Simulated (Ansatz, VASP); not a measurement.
**MgCd5Te6: VASP beside Ansatz**

```
CELL_PARAMETERS angstrom
4.67747 0.11426 -0.01549
-2.23978 3.98883 0.11879
-0.07602 0.62926 22.84019
ATOMIC_POSITIONS crystal
Mg 0.00100 0.98566 0.17473
Cd 0.67657 0.34610 0.99858
Cd 0.71628 0.35165 0.32924
Cd 0.69062 0.42517 0.67205
Cd 0.95174 0.98803 0.50265
Cd 0.00883 0.06378 0.83773
Te 0.61917 0.28676 0.12012
Te 0.69359 0.27437 0.44889
Te 0.60755 0.31680 0.79182
Te 0.98811 0.99454 0.29104
Te 0.99997 0.97272 0.62356
Te 0.04656 0.99440 0.95959
```

Change from the starting cell: cell x1, atoms moved at random (sigma 0.15 Å) and cell strained at random (1.5 %), then relaxed without symmetry.

Alike in both runs: task relaxation of cell and atoms; functional PBE; k mesh 3 × 3 × 1; occupations gaussian, width 0.1 eV; no spin polarisation.

|  | VASP | Ansatz |
| --- | --- | --- |
| version | VASP 6.6.1 | Ansatz 0.2.0 |
| potentials or method | VASP PAW PBE potentials, release 64 (Mg, Cd, Te), cutoff 600 eV | scalar-relativistic, plane waves, PAW |
| valence electrons in the cell | 98 | 206 |

|  | VASP | Ansatz | Ansatz less VASP |
| --- | --- | --- | --- |
| gap on the k mesh at the Fermi level, each at its own relaxed structure (eV) | 0.75 | 0.76 | +0.011 |
| relaxed volume (Å³/atom) | 36.40 | 36.35 | -0.053 |
| relaxed cell length with the largest relative difference (Å) | 4.713 | 4.710 | -0.0030 |

VASP's potentials hold 98 valence electrons a cell and Ansatz's 206, so a difference there can come from the potentials and not from the codes.

The k mesh is coarse, so the values compare programs but aren't converged. Spin-orbit coupling is off throughout.
